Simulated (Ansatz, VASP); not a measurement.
**Two plane-wave programs on EuO**

```
CELL_PARAMETERS angstrom
0.00000 2.46094 2.46094
2.46094 0.00000 2.46094
2.46094 2.46094 0.00000
ATOMIC_POSITIONS crystal
Eu 0.00000 0.00000 0.00000
O 0.50000 0.50000 0.50000
```

Alike in both runs: task single point; functional PBE; k mesh 12 × 12 × 12; occupations gaussian, width 0.05 eV; collinear spin.

|  | VASP | Ansatz |
| --- | --- | --- |
| version | VASP 6.6.1 | Ansatz 0.2.0 |
| potentials or method | VASP PAW PBE potentials, release 64 (Eu, O), cutoff 600 eV | scalar-relativistic, plane waves, PAW |
| valence electrons in the cell | 23 | 23 |

Ansatz gave:

| Item | Value |
| --- | --- |
| gap on the k mesh at the Fermi level (eV) | none |
| pressure (GPa) | 9.7 |
| net moment per atom (μB) | 3.44 |
| size of the moment on the site where the two differ most (μB) | 6.50 |

Question: Which values does VASP return?

Answer: gap on the k mesh at the Fermi level (eV): none; pressure (GPa): 9.5; net moment per atom (μB): 3.44; size of the moment on the site where the two differ most (μB): 6.54.

Site moments also hang on the region over which each program counts them. A gap of «none» marks a metal or a gap that the smearing closes. Ansatz's warnings: given moment on shells.

Spin-orbit coupling is off throughout.
